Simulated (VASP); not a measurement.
# NaCl (Pm-3m) in VASP: further runs

NaCl is run at these levels: r2SCAN+D3(BJ), r2SCAN; tasks: single point.

Everything below comes from runs of VASP 6.6.1. Logs are shortened: lines on timing, memory, paths and dates and some standing lists are left out, and cuts for length are marked.

**1. The cell of the first run**

Symmetry: Pm-3m, No. 221, cubic system. Conventional cell: a = 3.461 Å, b = 3.461 Å, c = 3.461 Å, α = 90.00°, β = 90.00°, γ = 90.00°. Within 3.9 Å of Na (site symmetry m-3m) lie 8 Cl at 3.00 Å and 6 Na at 3.46 Å. Cl (site symmetry m-3m) has 8 Na at 3.00 Å and 6 Cl at 3.46 Å within 3.9 Å.

**2. Single point, r2SCAN+D3(BJ)**

Input file POSCAR:

```
NaCl
1.0
    3.4605607326      0.0000000000      0.0000000000
    0.0000000000      3.4605607326      0.0000000000
    0.0000000000      0.0000000000      3.4605607326
Na Cl
1 1
Direct
    0.0000000000      0.0000000000      0.0000000000
    0.5000000000      0.5000000000      0.5000000000
```

Input file INCAR.step1:

```
PREC     = Accurate       # precision mode
ENCUT    = 550            # plane-wave cutoff, eV
ISMEAR   = 0              # smearing method
SIGMA    = 0.05           # smearing width, eV
LREAL    = False          # projectors in reciprocal space
LASPH    = True           # aspherical terms in the spheres
NELM     = 120            # most SCF steps
NBANDS   = 14             # bands
GGA      = PE             # functional
ALGO     = Normal         # electronic algorithm
EDIFF    = 1E-5           # SCF threshold, eV
LWAVE    = True           # write WAVECAR
LCHARG   = False          # write CHGCAR
GGA_COMPAT= False
```

Input file INCAR.step2:

```
PREC     = Accurate       # precision mode
ENCUT    = 550            # plane-wave cutoff, eV
EDIFF    = 1E-6           # SCF threshold, eV
ISMEAR   = 0              # smearing method
SIGMA    = 0.05           # smearing width, eV
LREAL    = False          # projectors in reciprocal space
LASPH    = True           # aspherical terms in the spheres
NELM     = 120            # most SCF steps
ALGO     = Normal         # electronic algorithm
ISIF     = 2              # what is computed and relaxed
LWAVE    = False          # write WAVECAR
LCHARG   = False          # write CHGCAR
METAGGA  = R2SCAN         # meta-GGA
LMIXTAU  = True         
IVDW     = 12             # dispersion correction
VDW_S6   = 1.0          
VDW_S8   = 0.78981345   
VDW_A1   = 0.49484001   
VDW_A2   = 5.73083694   
NBANDS   = 14             # bands
ISTART   = 1            
GGA_COMPAT= False
```

Input file KPOINTS:

```
regular mesh
0
Gamma
  6 6 6
```

Potentials or basis: VASP PAW PBE potentials, release 64 (Na_pv, Cl).

Command:

```console
$ cat potpaw_PBE.64/Na_pv/POTCAR potpaw_PBE.64/Cl/POTCAR > POTCAR
$ cp INCAR.step1 INCAR
$ mpirun -np 1 vasp_std > vasp.out
$ cp INCAR.step2 INCAR
$ mpirun -np 1 vasp_std > vasp.out
```

OUTCAR:

```text
PREC = Accurate
   ENCUT = 550
   EDIFF = 1E-6
   ISMEAR = 0
   LREAL = False
   LASPH = True
   NELM = 120
   ISIF = 2
   METAGGA = R2SCAN
   IVDW = 12
   ISTART = 1
 IVDW          = 12

 ion  position               nearest neighbor table
   1  0.000  0.000  0.000-
   2  0.500  0.500  0.500-

  LATTYP: Found a simple cubic cell.
 ALAT       =     3.4605607326

  Lattice vectors:

 A1 = (   3.4605607326,   0.0000000000,   0.0000000000)
 A2 = (   0.0000000000,   3.4605607326,   0.0000000000)
 A3 = (   0.0000000000,   0.0000000000,   3.4605607326)

Analysis of symmetry for initial positions (statically):
=====================================================================
 Subroutine PRICEL returns:
 Original cell was already a primitive cell.

 Routine SETGRP: Setting up the symmetry group for a
 simple cubic supercell.

 Subroutine GETGRP returns: Found 48 space group operations
 (whereof 48 operations were pure point group operations)
 out of a pool of 48 trial point group operations.

The static configuration has the point symmetry O_h .

Analysis of symmetry for dynamics (positions and initial velocities):
=====================================================================
 Subroutine PRICEL returns:
 Original cell was already a primitive cell.

 Routine SETGRP: Setting up the symmetry group for a
 simple cubic supercell.

 Subroutine GETGRP returns: Found 48 space group operations
 (whereof 48 operations were pure point group operations)
 out of a pool of 48 trial point group operations.

The dynamic configuration has the point symmetry O_h .

 Subroutine INISYM returns: Found 48 space group operations
 (whereof 48 operations are pure point group operations),
 and found     1 'primitive' translations

----------------------------------------------------------------------------------------

                                     Primitive cell

  volume of cell :      41.4419

  direct lattice vectors                    reciprocal lattice vectors
     3.460560733  0.000000000  0.000000000     0.288970510  0.000000000  0.000000000
     0.000000000  3.460560733  0.000000000     0.000000000  0.288970510  0.000000000
     0.000000000  0.000000000  3.460560733     0.000000000  0.000000000  0.288970510

  length of vectors
     3.460560733  3.460560733  3.460560733     0.288970510  0.288970510  0.288970510

  position of ions in fractional coordinates (direct lattice)
     0.000000000  0.000000000  0.000000000
     0.500000000  0.500000000  0.500000000

  ion indices of the primitive-cell ions
   primitive index   ion index
                 1           1
                 2           2

----------------------------------------------------------------------------------------

 KPOINTS: regular mesh

Automatic generation of k-mesh.
 Grid dimensions read from file:
 generate k-points for:    6    6    6

 Generating k-lattice:

  Cartesian coordinates                     Fractional coordinates (reciprocal lattice)
     0.048161752  0.000000000  0.000000000     0.166666667  0.000000000  0.000000000
     0.000000000  0.048161752  0.000000000     0.000000000  0.166666667  0.000000000
     0.000000000  0.000000000  0.048161752     0.000000000  0.000000000  0.166666667

  Length of vectors
     0.048161752  0.048161752  0.048161752

  Shift w.r.t. Gamma in fractional coordinates (k-lattice)
     0.000000000  0.000000000  0.000000000

 Subroutine IBZKPT returns following result:
 ===========================================

 Found     20 irreducible k-points:

 Following reciprocal coordinates:
            Coordinates               Weight
  0.000000  0.000000  0.000000      1.000000
  0.166667  0.000000  0.000000      6.000000
  0.333333  0.000000  0.000000      6.000000
  0.500000  0.000000  0.000000      3.000000
  0.166667  0.166667  0.000000     12.000000
  0.333333  0.166667  0.000000     24.000000
[... 12 lines left out ...]
  0.500000  0.500000  0.333333      6.000000
  0.500000  0.500000  0.500000      1.000000
   k-points           NKPTS =     20   k-points in BZ     NKDIM =     20   number of bands    NBANDS=     14
   number of dos      NEDOS =    301   number of ions     NIONS =      2
   total plane-waves  NPLWV =  21952
   dimension x,y,z NGX =    28 NGY =   28 NGZ =   28
   dimension x,y,z NGXF=    56 NGYF=   56 NGZF=   56
   ions per type =               1   1
   NGX,Y,Z   is equivalent  to a cutoff of  13.45, 13.45, 13.45 a.u.
   NGXF,Y,Z  is equivalent  to a cutoff of  26.90, 26.90, 26.90 a.u.
 SYSTEM =  unknown system
   PREC   = accura    normal or accurate (medium, high low for compatibility)
   ISTART =      1    job   : 0-new  1-cont  2-samecut
   ICHARG =      0    charge: 1-file 2-atom 10-const
   ISPIN  =      1    spin polarized calculation?
   LNONCOLLINEAR =      F non collinear calculations
   LSORBIT =      F    spin-orbit coupling
   LASPH  =      T    aspherical Exc in radial PAW
   ENCUT  =  550.0 eV  40.42 Ry    6.36 a.u.   6.62  6.62  6.62*2*pi/ulx,y,z
   NELM   =    120;   NELMIN=  2; NELMDL=  0     # of ELM steps
   EDIFF  = 0.1E-05   stopping-criterion for ELM
   LREAL  =      F    real-space projection
   EDIFFG = 0.1E-04   stopping-criterion for IOM
   NSW    =      0    number of steps for IOM
   IBRION =     -1    ionic relax: 0-MD 1-quasi-New 2-CG
   NFREE  =      0    steps in history (QN), initial steepest desc. (CG)
   ISIF   =      2    stress and relaxation
   ISYM   =      2    0-nonsym 1-usesym 2-fastsym
   POTIM  = 0.5000    time-step for ionic-motion
   TEBEG  =    0.0;   TEEND  =   0.0 temperature during run
   PSTRESS=    0.0 pullay stress
   NELECT =      14.0000    total number of electrons
   NUPDOWN=      -1.0000    fix difference up-down
   EMIN   =  10.00;   EMAX   =-10.00  energy-range for DOS
   EFERMI =   0.00;   METHOD = LEGACY
   ISMEAR =     0;   SIGMA  =   0.05  broadening in eV -4-tet -1-fermi 0-gaus
   EFERMI_NEDOS =   21; number of points for ismear=-14 and -15
   IALGO  =     38    algorithm
   IMIX   =      4    mixing-type and parameters
     AMIX     =   0.40;   BMIX     =  1.00
     AMIX_MAG =   1.60;   BMIX_MAG =  1.00
  volume/ion in A,a.u.               =      20.72       139.83
  Fermi-wavevector in a.u.,A,eV,Ry     =   1.140174  2.154616 17.687521  1.299996
  Thomas-Fermi vector in A             =   2.276876
   LORBIT       =      0    0 simple, 1 ext, 2 COOP (PROOUT), +10 PAW based schemes
   METAGGA = R2SCAN    functional components
   LHFCALC =     F    Hartree Fock is set to
   AEXX    =    0.0000 exact exchange contribution
   IVDW    =    12    specifies the selected vdW correction
   LEPSILON=     F    determine dielectric tensor
   LRPA    =     F    only Hartree local field effects (RPA)
 non-spin polarized calculation
 Gauss-broadening in eV      SIGMA  =   0.05
  energy-cutoff  :      550.00
  volume of cell :       41.44
 maximum number of plane-waves:      1233
 NGX is ok and might be reduce to    28
   NGX = 13   NGY = 13   NGZ = 13

 number of electron      13.9999998 magnetization

 Free energy of the ion-electron system (eV)
  ---------------------------------------------------
  ext. energy  EPLUGINS =         0.00000000
  ---------------------------------------------------
  free energy    TOTEN  =       -13.46642592 eV

  energy without entropy =      -13.46642592  energy(sigma->0) =      -13.46642592

 E-fermi :   0.6145     XC(G=0):  -9.0710

 val. band max:        0.2913534023   @ k =   0.5000   0.5000   0.0000
 cond. band min:       5.2388519749   @ k =   0.0000   0.0000   0.0000
 fundamental gap:      4.9474985726
 Fermi energy:         0.6145257896

 k-point     1 :       0.0000    0.0000    0.0000
  band No.  band energies     occupation
      1     -22.5061      2.00000
      2     -22.5061      2.00000
      3     -22.5061      2.00000
      4     -13.8006      2.00000
      5      -0.2439      2.00000
      6      -0.2439      2.00000
      7      -0.2439      2.00000
      8       5.2389      0.00000
      9       9.4317      0.00000
     10       9.4317      0.00000
     11      17.0887      0.00000
     12      17.0887      0.00000
     13      17.0887      0.00000
     14      17.5998      0.00000

 k-point     2 :       0.1667    0.0000    0.0000
  band No.  band energies     occupation
      1     -22.5172      2.00000
      2     -22.5051      2.00000
      3     -22.5051      2.00000
      4     -13.7064      2.00000
      5      -1.0625      2.00000
      6      -0.1841      2.00000
      7      -0.1841      2.00000
      8       5.9667      0.00000
      9       9.7547      0.00000
     10      10.0794      0.00000
     11      15.2084      0.00000
     12      15.2084      0.00000
     13      16.8714      0.00000
     14      17.3098      0.00000

 k-point     3 :       0.3333    0.0000    0.0000
  band No.  band energies     occupation
      1     -22.5392      2.00000
      2     -22.5031      2.00000
      3     -22.5031      2.00000
      4     -13.5067      2.00000
      5      -2.3082      2.00000
      6      -0.0595      2.00000
      7      -0.0595      2.00000
      8       7.2441      0.00000
      9      10.5836      0.00000
     10      10.6680      0.00000
     11      13.6034      0.00000
     12      13.6034      0.00000
     13      15.4837      0.00000
     14      17.4531      0.00000

 k-point     4 :       0.5000    0.0000    0.0000
  band No.  band energies     occupation
      1     -22.5501      2.00000
      2     -22.5021      2.00000
      3     -22.5021      2.00000
      4     -13.4004      2.00000
      5      -2.8306      2.00000
      6       0.0055      2.00000
      7       0.0055      2.00000
      8       8.1100      0.00000
      9      10.0763      0.00000
     10      11.5364      0.00000
     11      13.0155      0.00000
     12      13.0155      0.00000
     13      13.9473      0.00000
     14      18.1889      0.00000

 k-point     5 :       0.1667    0.1667    0.0000
  band No.  band energies     occupation
      1     -22.5171      2.00000
      2     -22.5145      2.00000
      3     -22.5042      2.00000
      4     -13.6174      2.00000
      5      -1.0864      2.00000
      6      -0.8327      2.00000
      7      -0.1222      2.00000
      8       6.6367      0.00000
      9      10.0868      0.00000
     10      10.5370      0.00000
     11      13.6694      0.00000
[... 208 lines left out ...]
 k-point    18 :       0.5000    0.3333    0.3333
  band No.  band energies     occupation
      1     -22.5370      2.00000
      2     -22.5269      2.00000
      3     -22.5258      2.00000
      4     -12.9509      2.00000
      5      -1.9718      2.00000
      6      -1.4308      2.00000
      7      -1.3568      2.00000
      8       7.9153      0.00000
      9       8.6307      0.00000
     10       9.2754      0.00000
     11      14.7467      0.00000
     12      15.4736      0.00000
     13      15.5764      0.00000
     14      16.8165      0.00000

 k-point    19 :       0.5000    0.5000    0.3333
  band No.  band energies     occupation
      1     -22.5353      2.00000
      2     -22.5353      2.00000
      3     -22.5250      2.00000
      4     -12.8695      2.00000
      5      -1.8352      2.00000
      6      -1.8352      2.00000
      7      -1.2852      2.00000
      8       7.5563      0.00000
      9       8.7044      0.00000
     10       8.7044      0.00000
     11      14.6464      0.00000
     12      15.2919      0.00000
     13      17.1418      0.00000
     14      17.1418      0.00000

 k-point    20 :       0.5000    0.5000    0.5000
  band No.  band energies     occupation
      1     -22.5338      2.00000
      2     -22.5338      2.00000
      3     -22.5338      2.00000
      4     -12.7872      2.00000
      5      -1.7207      2.00000
      6      -1.7207      2.00000
      7      -1.7207      2.00000
      8       8.0432      0.00000
      9       8.0432      0.00000
     10       8.0432      0.00000
     11      13.5690      0.00000
     12      17.6295      0.00000
     13      17.6295      0.00000
     14      17.6295      0.00000

------------------------ aborting loop because EDIFF is reached ----------------------------------------

 Edisp (eV)   -0.22032

 E8    (eV) :    -0.0712

  FORCE on cell =-STRESS in cart. coord.  units (eV):
  Direction    XX          YY          ZZ          XY          YZ          ZX
  --------------------------------------------------------------------------------------
  -------------------------------------------------------------------------------------
  Total      -0.30399    -0.30399    -0.30399     0.00000    -0.00000     0.00000
  in kB     -11.75251   -11.75251   -11.75251     0.00000    -0.00000     0.00000
  external pressure =      -11.75 kB  Pullay stress =        0.00 kB

 VOLUME and BASIS-vectors are now :
 -----------------------------------------------------------------------------
  energy-cutoff  :      550.00
  volume of cell :       41.44
      direct lattice vectors                 reciprocal lattice vectors
     3.460560733  0.000000000  0.000000000     0.288970510  0.000000000  0.000000000
     0.000000000  3.460560733  0.000000000     0.000000000  0.288970510  0.000000000
     0.000000000  0.000000000  3.460560733     0.000000000  0.000000000  0.288970510

 POSITION                                       TOTAL-FORCE (eV/Angst)
 -----------------------------------------------------------------------------------
      0.00000      0.00000      0.00000         0.000000      0.000000      0.000000
      1.73028      1.73028      1.73028         0.000000      0.000000      0.000000
 -----------------------------------------------------------------------------------
    total drift:                               -0.000000      0.000000      0.000000

  FREE ENERGIE OF THE ION-ELECTRON SYSTEM (eV)
  ---------------------------------------------------
  free  energy   TOTEN  =       -13.6867491349 eV

  energy  without entropy=      -13.6867491349  energy(sigma->0) =      -13.68674913
```

Wall time 36 s (1 thread of Intel Xeon 8259CL, shared host); peak memory 0.17 GiB.

What came out:

| Item | Value |
| --- | --- |
| Free energy | -13.6867 eV |
| Pressure | -1.2 GPa |
| Band gap on the k mesh | 4.95 eV (least direct gap 5.48 eV) |
| Dispersion energy per atom | -0.110 eV |

Caveat: three body term missing; the PAW data sets were made with another functional, which shifts forces and pressure a little.

**3. Single point, r2SCAN**

POSCAR is that of step 2.

Input file INCAR.step1:

```
PREC = Accurate
ENCUT = 550
ISMEAR = 0
SIGMA = 0.05
LREAL = F
LASPH = T
NELM = 120
NBANDS = 14
GGA = PE
ALGO = Normal
EDIFF = 1E-5
LWAVE = T
LCHARG = F
GGA_COMPAT = F
```

Input file INCAR.step2:

```
PREC = Accurate
ENCUT = 550
EDIFF = 1E-6
ISMEAR = 0
SIGMA = 0.05
LREAL = F
LASPH = T
NELM = 120
ALGO = Normal
ISIF = 2
LWAVE = F
LCHARG = F
METAGGA = R2SCAN
LMIXTAU = T
NBANDS = 14
ISTART = 1
GGA_COMPAT = F
```

Input file KPOINTS:

```
Automatic mesh
0
Gamma
  6 6 6
```

Potentials or basis: VASP PAW PBE potentials, release 64 (Na_pv, Cl).

Command:

```console
$ cat potpaw_PBE.64/Na_pv/POTCAR potpaw_PBE.64/Cl/POTCAR > POTCAR
$ cp INCAR.step1 INCAR
$ mpirun -np 1 vasp_std > vasp.out
$ cp INCAR.step2 INCAR
$ mpirun -np 1 vasp_std > vasp.out
```

It took 37 s on 1 thread of Intel Xeon 8259CL, shared host; peak memory 0.16 GiB.

The run converged. Its results:

```
Free energy            : -13.4664 eV
Pressure               : -0.3 GPa
Band gap on the k mesh : 4.95 eV (least direct gap 5.48 eV)
```

Levels at points of the mesh, in eV from the valence-band top:
```csv
k point,band 5,band 6,band 7,band 8,band 9,band 10
"(0.00, 0.00, 0.00)",-0.54,-0.54,-0.54,4.95,9.14,9.14
"(0.50, 0.00, 0.00)",-3.12,-0.29,-0.29,7.82,9.78,11.25
"(0.50, 0.50, 0.00)",-2.44,-2.44,0.00,6.24,10.73,12.19
"(0.50, 0.50, 0.50)",-2.01,-2.01,-2.01,7.75,7.75,7.75
```

Caveat: the PAW data sets were made with another functional, which shifts forces and pressure a little.

(Continued in part 2 of 2.)
